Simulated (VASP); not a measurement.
A run of VASP 6.6.1 is set up as follows.

INCAR

```
ALGO = Normal ; EDIFF = 1E-6
ENCUT = 520 ; GGA = PE
ISIF = 2 ; ISMEAR = -1
LASPH = T ; LCHARG = F
LREAL = F ; LWAVE = F
NBANDS = 14 ; NELM = 80
PREC = Accurate ; SIGMA = 0.15
```

Contents of KPOINTS:

```
k-points
0
Gamma
  11 11 11
```

Contents of POSCAR:

```
HfC
1.0
    0.0000000000      2.3555956139      2.3555956139
    2.3555956139      0.0000000000      2.3555956139
    2.3555956139      2.3555956139      0.0000000000
Hf C
1 1
Direct
    0.5000000000      0.5000000000      0.5000000000
    0.0000000000      0.0000000000      0.0000000000
```

Potentials or basis: VASP PAW PBE potentials, release 64 (Hf_pv, C).

Run with:

```sh
$ cat potpaw_PBE.64/Hf_pv/POTCAR potpaw_PBE.64/C/POTCAR > POTCAR
$ mpirun -np 1 vasp_std > vasp.out
```

Estimate the band gap on the k mesh.

zero (band 7 reaches 6.63 eV, above the bottom of band 8 at 5.23 eV).

Estimate the pressure.

-9.0 GPa.

Caveat: spin-orbit coupling is left out, which moves the levels of the heavy elements.
